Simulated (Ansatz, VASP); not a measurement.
# One calculation of NaCl, two programs

```
CELL_PARAMETERS angstrom
0.00000 2.89288 2.89288
2.89288 0.00000 2.89288
2.89288 2.89288 0.00000
ATOMIC_POSITIONS crystal
Na 0.00000 0.00000 0.00000
Cl 0.50000 0.50000 0.50000
```

Alike in both runs: task single point; functional r2SCAN; k mesh 5 × 5 × 5; occupations tetrahedron; no spin polarisation.

```csv
,VASP,Ansatz
version,VASP 6.6.1,Ansatz 0.2.0
potentials or method,"VASP PAW PBE potentials, release 64 (Na_pv, Cl), cutoff 520 eV",PAW plane waves
valence electrons in the cell,14,16
```

Ansatz gave:

```
gap on the k mesh at the Fermi level (eV) : 5.60
pressure (GPa)                            : -2.1
```

Task: What did VASP give for the same quantities?

Result: gap on the k mesh at the Fermi level (eV): 5.62; pressure (GPa): -2.3.

VASP's potentials were made for PBE, not for r2SCAN. VASP's potentials hold 14 valence electrons a cell and Ansatz's 16, so a difference there can come from the potentials and not from the codes. Ansatz's warnings: band table not solved further, tetrahedron derivatives may miss energy slope.
